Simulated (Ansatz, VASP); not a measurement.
# GaP: VASP beside Ansatz

Contents of INCAR:

```
ALGO = Normal
EDIFF = 1E-6
ENCUT = 500
GGA = PS
GGA_COMPAT = F
ISIF = 2
ISMEAR = 0
LASPH = T
LCHARG = F
LREAL = F
LWAVE = F
NBANDS = 16
NELM = 120
PREC = Accurate
SIGMA = 0.1
```

KPOINTS

```
k-points
0
Gamma
  6 6 6
```

POSCAR

```
GaP
1.0
    0.0000000000      2.7252500000      2.7252500000
    2.7252500000      0.0000000000      2.7252500000
    2.7252500000      2.7252500000      0.0000000000
Ga P
1 1
Direct
    0.0000000000      0.0000000000      0.0000000000
    0.7500000000      0.7500000000      0.7500000000
```

Input for Ansatz:

```yaml
crystal:
  lattice:
    - [0.0, 2.72525, 2.72525]
    - [2.72525, 0.0, 2.72525]
    - [2.72525, 2.72525, 0.0]
  atoms:
    - { symbol: Ga, position: [0.0, 0.0, 0.0] }
    - { symbol: P, position: [0.75, 0.75, 0.75] }
basis:
  ecutwfc: 420
kpoints:
  mp_grid: { grid: [6, 6, 6] }
hamiltonian:
  xc: pbesol
  pseudopotentials: { kind: paw, azcp: { folder: soft_1 } }
scf:
  occupations: { method: gaussian, width: 0.1 }
output:
  forces: true
  stress: true
  eigenvalues: true
```

Alike in both runs: task single point; functional PBEsol; k mesh 6 × 6 × 6; occupations gaussian, width 0.1 eV; no spin polarisation.

```csv
,VASP,Ansatz
version,VASP 6.6.1,Ansatz 0.2.0
potentials or method,"VASP PAW PBE potentials, release 64 (Ga_d, P), cutoff 500 eV","scalar-relativistic, plane waves, PAW"
valence electrons in the cell,18,18
```

VASP gave:

| Property | Result |
| --- | --- |
| gap on the k mesh at the Fermi level (eV) | 1.51 |
| least direct gap on the mesh (eV) | 1.75 |
| pressure (GPa) | -0.6 |

Problem. Which values does Ansatz return?

Solution. gap on the k mesh at the Fermi level (eV): 1.51; least direct gap on the mesh (eV): 1.74; pressure (GPa): -0.5.

VASP's potentials were made for PBE, not for PBEsol, and Ansatz warns of the same on its side.
